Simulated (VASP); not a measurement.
# NiO (Fm-3m) in VASP: single point with PBE+U

Aim: the single point of NiO with PBE+U.

All numbers are computed with VASP 6.6.1; they aren't measurements. Logs are shortened: lines on timing, memory, paths and dates and some standing lists are left out, and cuts for length are marked.

## 1. The cell of the first run

The structure is cubic, space group Fm-3m (No. 225). The conventional cell has a = 4.177 Å, b = 4.177 Å, c = 4.177 Å, α = 90.00°, β = 90.00°, γ = 90.00°. Within 2.8 Å of O (site symmetry m-3m) lie 6 Ni at 2.09 Å. Ni (site symmetry m-3m) has 6 O at 2.09 Å within 2.8 Å.

## 2. Single point, PBE+U

File INCAR:

```
SYSTEM = NiO
PREC     = Accurate       ! precision mode
ENCUT    = 520            ! plane-wave cutoff, eV
EDIFF    = 1E-7           ! SCF threshold, eV
ISMEAR   = -1             ! smearing method
SIGMA    = 0.03           ! smearing width, eV
LREAL    = .False.        ! projectors in reciprocal space
LASPH    = .True.         ! aspherical terms in the spheres
NELM     = 150            ! most SCF steps
ALGO     = Normal         ! electronic algorithm
ISIF     = 2              ! what is computed and relaxed
LWAVE    = .False.        ! write WAVECAR
LCHARG   = .True.         ! write CHGCAR
LMAXMIX  = 4              ! l up to which the mixer works
LDAU     = .True.         ! DFT+U
LDAUTYPE = 2            
LDAUL    = -1 2           ! shell
LDAUU    = 0 6.6          ! U, eV
LDAUJ    = 0 0          
LDAUPRINT= 1            
GGA      = PE             ! functional
LELF     = .True.         ! ELF
LVHAR    = .True.       
NBANDS   = 24             ! bands
```

File KPOINTS:

```
Automatic mesh
0
Gamma
  8 8 8
  0 0 0
```

File POSCAR:

```
NiO
1.0
    4.1771000000      2.0885500000      2.0885500000
    2.0885500000      4.1771000000      2.0885500000
    2.0885500000      2.0885500000      4.1771000000
O Ni
2 2
Direct
    0.2500000000      0.2500000000      0.2500000000
    0.7500000000      0.7500000000      0.7500000000
    0.0000000000      0.0000000000      0.0000000000
    0.5000000000      0.5000000000      0.5000000000
```

Potentials or basis: VASP PAW PBE potentials, release 64 (O, Ni).

The run is started by

```
$ cat potpaw_PBE.64/O/POTCAR potpaw_PBE.64/Ni/POTCAR > POTCAR
$ mpirun -np 1 vasp_std > vasp.out
```

OUTCAR:

```text
SYSTEM = NiO
   PREC = Accurate
   ENCUT = 520
   EDIFF = 1E-7
   ISMEAR = -1
   LREAL = .False.
   LASPH = .True.
   NELM = 150
   ISIF = 2
   GGA = PE

 ion  position               nearest neighbor table
   1  0.250  0.250  0.250-   3 2.09   3 2.09   3 2.09   4 2.09   4 2.09   4 2.09
   2  0.750  0.750  0.750-   4 2.09   4 2.09   4 2.09   3 2.09   3 2.09   3 2.09
   3  0.000  0.000  0.000-   2 2.09   2 2.09   2 2.09   1 2.09   1 2.09   1 2.09   4 2.95   4 2.95
                             4 2.95   4 2.95   4 2.95   4 2.95
   4  0.500  0.500  0.500-   1 2.09   1 2.09   1 2.09   2 2.09   2 2.09   2 2.09   3 2.95   3 2.95
                             3 2.95   3 2.95   3 2.95   3 2.95

  LATTYP: Found a trigonal (rhomboedric) cell.
 ALAT       =     5.1158818023
 COS(alpha) =     0.8333333333

  Lattice vectors:

 A1 = (   4.1771000000,   2.0885500000,   2.0885500000)
 A2 = (   2.0885500000,   4.1771000000,   2.0885500000)
 A3 = (   2.0885500000,   2.0885500000,   4.1771000000)

Analysis of symmetry for initial positions (statically):
=====================================================================
 Subroutine PRICEL returns following result:

  LATTYP: Found a face centered cubic cell.
 ALAT       =     4.1771000000

  Lattice vectors:

 A1 = (   0.0000000000,  -2.0885500000,   2.0885500000)
 A2 = (  -2.0885500000,  -0.0000000000,   2.0885500000)
 A3 = (  -2.0885500000,  -2.0885500000,   0.0000000000)

   2 primitive cells build up your supercell.

 Routine SETGRP: Setting up the symmetry group for a
 trigonal (rhombohedral) supercell.

 Subroutine GETGRP returns: Found 12 space group operations
 (whereof 12 operations were pure point group operations)
 out of a pool of 12 trial point group operations.

The static configuration has the point symmetry D_3d.

Analysis of symmetry for dynamics (positions and initial velocities):
=====================================================================
 Subroutine PRICEL returns following result:

  LATTYP: Found a face centered cubic cell.
 ALAT       =     4.1771000000

  Lattice vectors:

 A1 = (   0.0000000000,  -2.0885500000,   2.0885500000)
 A2 = (  -2.0885500000,  -0.0000000000,   2.0885500000)
 A3 = (  -2.0885500000,  -2.0885500000,   0.0000000000)

   2 primitive cells build up your supercell.

 Routine SETGRP: Setting up the symmetry group for a
 trigonal (rhombohedral) supercell.

 Subroutine GETGRP returns: Found 12 space group operations
 (whereof 12 operations were pure point group operations)
 out of a pool of 12 trial point group operations.

The dynamic configuration has the point symmetry D_3d.

 Subroutine INISYM returns: Found 12 space group operations
 (whereof 12 operations are pure point group operations),
 and found     2 'primitive' translations

----------------------------------------------------------------------------------------

                                     Primitive cell

  volume of cell :      18.2207

  direct lattice vectors                    reciprocal lattice vectors
     0.000000000 -2.088550000  2.088550000     0.239400541 -0.239400541  0.239400541
    -2.088550000 -0.000000000  2.088550000    -0.239400541  0.239400541  0.239400541
    -2.088550000 -2.088550000  0.000000000    -0.239400541 -0.239400541 -0.239400541

  length of vectors
     2.953655736  2.953655736  2.953655736     0.414653900  0.414653900  0.414653900

  position of ions in fractional coordinates (direct lattice)
     0.500000000  0.500000000  0.500000000
     0.000000000  0.000000000  0.000000000

[... 72 lines left out ...]
   LSORBIT =      F    spin-orbit coupling
   LASPH  =      T    aspherical Exc in radial PAW
   ENCUT  =  520.0 eV  38.22 Ry    6.18 a.u.   9.51  9.51  9.51*2*pi/ulx,y,z
   NELM   =    150;   NELMIN=  2; NELMDL= -5     # of ELM steps
   EDIFF  = 0.1E-06   stopping-criterion for ELM
   LREAL  =      F    real-space projection
   EDIFFG = 0.1E-05   stopping-criterion for IOM
   NSW    =      0    number of steps for IOM
   IBRION =     -1    ionic relax: 0-MD 1-quasi-New 2-CG
   NFREE  =      0    steps in history (QN), initial steepest desc. (CG)
   ISIF   =      2    stress and relaxation
   ISYM   =      2    0-nonsym 1-usesym 2-fastsym
   POTIM  = 0.5000    time-step for ionic-motion
   TEBEG  =    0.0;   TEEND  =   0.0 temperature during run
   PSTRESS=    0.0 pullay stress
   NELECT =      32.0000    total number of electrons
   NUPDOWN=      -1.0000    fix difference up-down
   EMIN   =  10.00;   EMAX   =-10.00  energy-range for DOS
   EFERMI =   0.00;   METHOD = LEGACY
   ISMEAR =    -1;   SIGMA  =   0.03  broadening in eV -4-tet -1-fermi 0-gaus
   EFERMI_NEDOS =   21; number of points for ismear=-14 and -15
   IALGO  =     38    algorithm
   IMIX   =      4    mixing-type and parameters
     AMIX     =   0.40;   BMIX     =  1.00
     AMIX_MAG =   1.60;   BMIX_MAG =  1.00
  volume/ion in A,a.u.               =       9.11        61.48
  Fermi-wavevector in a.u.,A,eV,Ry     =   1.567689  2.962503 33.438348  2.457649
  Thomas-Fermi vector in A             =   2.669832
   LORBIT       =      0    0 simple, 1 ext, 2 COOP (PROOUT), +10 PAW based schemes
 LDA+U is selected, type is set to LDAUTYPE =  2
   angular momentum for each species LDAUL =    -1    2
   U (eV)           for each species LDAUU =   0.0  6.6
   J (eV)           for each species LDAUJ =   0.0  0.0
   GGA     = PE    functional components
   LHFCALC =     F    Hartree Fock is set to
   AEXX    =    0.0000 exact exchange contribution
   IVDW    =     0    specifies the selected vdW correction
   LEPSILON=     F    determine dielectric tensor
   LRPA    =     F    only Hartree local field effects (RPA)
 non-spin polarized calculation
  energy-cutoff  :      520.00
  volume of cell :       36.44
 maximum number of plane-waves:      1011
 NGX is ok and might be reduce to    40
   NGX = 19   NGY = 19   NGZ = 19

atom =   3  type =  2  l = 2

 onsite density matrix

spin component  1

  0.9786 -0.0000 -0.0001 -0.0000  0.0000
 -0.0000  0.9786  0.0000 -0.0000 -0.0001
 -0.0001  0.0000  0.6743  0.0000  0.0000
 -0.0000 -0.0000  0.0000  0.9786  0.0001
  0.0000 -0.0001  0.0000  0.0001  0.6743

spin component  2

  0.9786 -0.0000 -0.0001 -0.0000  0.0000
 -0.0000  0.9786  0.0000 -0.0000 -0.0001
 -0.0001  0.0000  0.6743  0.0000  0.0000
 -0.0000 -0.0000  0.0000  0.9786  0.0001
  0.0000 -0.0001  0.0000  0.0001  0.6743

 occupancies and eigenvectors

  o =  0.6743  v = -0.0003  0.0002 -0.9981  0.0001  0.0614  0.0000  0.0000  0.0000  0.0000  0.0000      0.0000  0.0000  0.0000  0.0000  0.0000  0.0000  0.0000  0.0000  0.0000  0.0000
  o =  0.6743  v =  0.0000  0.0000  0.0000  0.0000  0.0000 -0.0003  0.0002 -0.9981  0.0001  0.0614      0.0000  0.0000  0.0000  0.0000  0.0000  0.0000  0.0000  0.0000  0.0000  0.0000
  o =  0.6743  v = -0.0000 -0.0002 -0.0614  0.0003 -0.9981  0.0000  0.0000  0.0000  0.0000  0.0000      0.0000  0.0000  0.0000  0.0000  0.0000  0.0000  0.0000  0.0000  0.0000  0.0000
  o =  0.6743  v =  0.0000  0.0000  0.0000  0.0000  0.0000 -0.0000 -0.0002 -0.0614  0.0003 -0.9981      0.0000  0.0000  0.0000  0.0000  0.0000  0.0000  0.0000  0.0000  0.0000  0.0000
  o =  0.9786  v =  0.0000  0.0000  0.0000  0.0000  0.0000  0.5774  0.5774  0.0000  0.5774  0.0000      0.0000  0.0000  0.0000  0.0000  0.0000  0.0000  0.0000  0.0000  0.0000  0.0000
  o =  0.9786  v =  0.5774  0.5774  0.0000  0.5774  0.0000  0.0000  0.0000  0.0000  0.0000  0.0000      0.0000  0.0000  0.0000  0.0000  0.0000  0.0000  0.0000  0.0000  0.0000  0.0000
  o =  0.9786  v =  0.0241  0.6948 -0.0000 -0.7188 -0.0004  0.0000  0.0000  0.0000  0.0000  0.0000      0.0000  0.0000  0.0000  0.0000  0.0000  0.0000  0.0000  0.0000  0.0000  0.0000
  o =  0.9786  v =  0.0000  0.0000  0.0000  0.0000  0.0000  0.0241  0.6948 -0.0000 -0.7188 -0.0004      0.0000  0.0000  0.0000  0.0000  0.0000  0.0000  0.0000  0.0000  0.0000  0.0000
  o =  0.9786  v = -0.8161  0.4289  0.0004  0.3872 -0.0000  0.0000  0.0000  0.0000  0.0000  0.0000      0.0000  0.0000  0.0000  0.0000  0.0000  0.0000  0.0000  0.0000  0.0000  0.0000
  o =  0.9786  v =  0.0000  0.0000  0.0000  0.0000  0.0000 -0.8161  0.4289  0.0004  0.3872 -0.0000      0.0000  0.0000  0.0000  0.0000  0.0000  0.0000  0.0000  0.0000  0.0000  0.0000

atom =   4  type =  2  l = 2

 onsite density matrix

spin component  1

  0.9786 -0.0000 -0.0001 -0.0000  0.0000
 -0.0000  0.9786  0.0000 -0.0000 -0.0001
 -0.0001  0.0000  0.6743  0.0000  0.0000
 -0.0000 -0.0000  0.0000  0.9786  0.0001
  0.0000 -0.0001  0.0000  0.0001  0.6743

spin component  2

  0.9786 -0.0000 -0.0001 -0.0000  0.0000
 -0.0000  0.9786  0.0000 -0.0000 -0.0001
 -0.0001  0.0000  0.6743  0.0000  0.0000
 -0.0000 -0.0000  0.0000  0.9786  0.0001
  0.0000 -0.0001  0.0000  0.0001  0.6743

 occupancies and eigenvectors

  o =  0.6743  v = -0.0003  0.0002 -0.9999  0.0001  0.0156  0.0000  0.0000  0.0000  0.0000  0.0000      0.0000  0.0000  0.0000  0.0000  0.0000  0.0000  0.0000  0.0000  0.0000  0.0000
  o =  0.6743  v =  0.0000  0.0000  0.0000  0.0000  0.0000 -0.0003  0.0002 -0.9999  0.0001  0.0156      0.0000  0.0000  0.0000  0.0000  0.0000  0.0000  0.0000  0.0000  0.0000  0.0000
  o =  0.6743  v =  0.0000  0.0003  0.0156 -0.0003  0.9999  0.0000  0.0000  0.0000  0.0000  0.0000      0.0000  0.0000  0.0000  0.0000  0.0000  0.0000  0.0000  0.0000  0.0000  0.0000
  o =  0.6743  v =  0.0000  0.0000  0.0000  0.0000  0.0000  0.0000  0.0003  0.0156 -0.0003  0.9999      0.0000  0.0000  0.0000  0.0000  0.0000  0.0000  0.0000  0.0000  0.0000  0.0000
  o =  0.9786  v =  0.0000  0.0000  0.0000  0.0000  0.0000  0.5774  0.5774  0.0000  0.5774  0.0000      0.0000  0.0000  0.0000  0.0000  0.0000  0.0000  0.0000  0.0000  0.0000  0.0000
  o =  0.9786  v =  0.5774  0.5774  0.0000  0.5774  0.0000  0.0000  0.0000  0.0000  0.0000  0.0000      0.0000  0.0000  0.0000  0.0000  0.0000  0.0000  0.0000  0.0000  0.0000  0.0000
  o =  0.9786  v =  0.0683  0.6705 -0.0000 -0.7388 -0.0004  0.0000  0.0000  0.0000  0.0000  0.0000      0.0000  0.0000  0.0000  0.0000  0.0000  0.0000  0.0000  0.0000  0.0000  0.0000
  o =  0.9786  v =  0.0000  0.0000  0.0000  0.0000  0.0000  0.0683  0.6705 -0.0000 -0.7388 -0.0004      0.0000  0.0000  0.0000  0.0000  0.0000  0.0000  0.0000  0.0000  0.0000  0.0000
  o =  0.9786  v =  0.0000  0.0000  0.0000  0.0000  0.0000 -0.8136  0.4660  0.0004  0.3476 -0.0000      0.0000  0.0000  0.0000  0.0000  0.0000  0.0000  0.0000  0.0000  0.0000  0.0000
  o =  0.9786  v = -0.8136  0.4660  0.0004  0.3476 -0.0000  0.0000  0.0000  0.0000  0.0000  0.0000      0.0000  0.0000  0.0000  0.0000  0.0000  0.0000  0.0000  0.0000  0.0000  0.0000

 number of electron      32.0000011 magnetization

 Free energy of the ion-electron system (eV)
  ---------------------------------------------------
  ext. energy  EPLUGINS =         0.00000000
  ---------------------------------------------------
  free energy    TOTEN  =       -15.57960345 eV

  energy without entropy =      -15.56370029  energy(sigma->0) =      -15.57165187

 E-fermi :   7.3144     XC(G=0): -12.6197

 val. band max:        7.3103768412   @ k =   0.3750   0.2500   0.2500
 cond. band min:       7.3263998321   @ k =   0.2500   0.0000   0.0000
 fundamental gap:      0.0160229908
 Fermi energy:         7.3143719922

 k-point     1 :       0.0000    0.0000    0.0000
  band No.  band energies     occupation
      1     -12.7933      2.00000
      2     -11.4812      2.00000
      3      -0.8361      2.00000
      4       1.8032      2.00000
      5       1.8032      2.00000
      6       3.4130      2.00000
[... 637 lines left out ...]
     23      20.4239      0.00000
     24      22.1970      0.00000

 [... further k-points ...]
[... 5 lines left out ...]
  --------------------------------------------------------------------------------------
  -------------------------------------------------------------------------------------
  Total       -2.7305532     -2.7305532     -2.7305532     -0.0006032     -0.0006032     -0.0006032
  in kB     -120.0512279   -120.0512279   -120.0512279     -0.0265221     -0.0265221     -0.0265221
  external PRESSURE =    -120.0512279 kB  Pullay stress =       0.0000000 kB

 VOLUME and BASIS-vectors are now :
 -----------------------------------------------------------------------------
  energy-cutoff  :      520.00
  volume of cell :       36.44
      direct lattice vectors                 reciprocal lattice vectors
     4.177100000  2.088550000  2.088550000     0.359100812 -0.119700271 -0.119700271
     2.088550000  4.177100000  2.088550000    -0.119700271  0.359100812 -0.119700271
     2.088550000  2.088550000  4.177100000    -0.119700271 -0.119700271  0.359100812

 POSITION                                       TOTAL-FORCE (eV/Angst)
 -----------------------------------------------------------------------------------
      2.08855      2.08855      2.08855        -0.000000      0.000000      0.000000
      6.26565      6.26565      6.26565        -0.000000     -0.000000     -0.000000
      0.00000      0.00000      0.00000         0.000000     -0.000000      0.000000
      4.17710      4.17710      4.17710         0.000000     -0.000000      0.000000
 -----------------------------------------------------------------------------------
    total drift:                                0.000000     -0.000000     -0.000000

  FREE ENERGIE OF THE ION-ELECTRON SYSTEM (eV)
  ---------------------------------------------------
  free  energy   TOTEN  =       -15.5796034548 eV

  energy  without entropy=      -15.5637002870  energy(sigma->0) =      -15.57165187
```

Wall time 72 s (1 thread of Intel Xeon 6975P-C (Granite Rapids), shared host); peak memory 0.25 GiB.

What came out:

| Property | Result |
| --- | --- |
| Free energy | -15.5796 eV |
| Pressure | -12.0 GPa |
| Band gap on the k mesh | zero (band 16 reaches 7.49 eV, above the bottom of band 17 at 7.01 eV) |

Levels at points of the mesh, in eV from the Fermi level:
| k point | band 13 | band 14 | band 15 | band 16 | band 17 | band 18 | band 19 | band 20 |
| --- | --- | --- | --- | --- | --- | --- | --- | --- |
| (0.00, 0.00, 0.00) | -2.81 | -2.39 | -1.67 | -1.67 | 1.27 | 1.27 | 2.19 | 6.26 |
| (0.50, 0.00, 0.00) | -2.58 | -2.58 | 0.05 | 0.05 | 0.07 | 0.07 | 8.10 | 8.10 |
| (0.50, 0.50, 0.00) | -2.90 | -2.39 | -1.28 | -0.74 | 1.27 | 1.27 | 6.26 | 7.07 |
| (0.50, 0.50, 0.50) | -2.84 | -2.84 | 0.17 | 0.17 | 0.17 | 0.17 | 4.80 | 4.80 |

Eigenvalues of the final occupation matrices:
```
    site  spin  trace               eigenvalues
site 3 d     1   4.28  0.67 0.67 0.98 0.98 0.98
site 3 d     2   4.28  0.67 0.67 0.98 0.98 0.98
site 4 d     1   4.28  0.67 0.67 0.98 0.98 0.98
site 4 d     2   4.28  0.67 0.67 0.98 0.98 0.98
```

Caveat: the run has no spin polarisation, though such a crystal can be magnetic; U without spin polarisation on a metal has little footing. Spin polarisation is off, so any magnetic state and its effect on volume and gap are missing.
